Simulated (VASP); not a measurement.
A run of VASP 6.6.1 is set up as follows.

The input INCAR:

```
  PREC = Accurate
  ENCUT = 520
  EDIFF = 1E-6
  ISMEAR = -1
  SIGMA = 0.08
  LREAL = F
  LASPH = T
  NELM = 80
  ALGO = Normal
  ISIF = 2
  LWAVE = F
  LCHARG = F
  GGA = CA
  NBANDS = 12
```

The input KPOINTS:

```
Automatic mesh
0
Gamma
  15 15 15
```

Contents of POSCAR:

```
La
1.0
   -1.6575694566      1.6575694566      1.6575694566
    1.6575694566     -1.6575694566      1.6575694566
    1.6575694566      1.6575694566     -1.6575694566
La
1
Direct
    0.0000000000      0.0000000000      0.0000000000
```

Potentials or basis: VASP PAW LDA potentials, release 64 (La).

Launch:

```bash
$ cat potpaw_LDA.64/La/POTCAR > POTCAR
$ mpirun -np 1 vasp_std > vasp.out
```

Q: Predict the pressure.

A: 57.1 GPa.
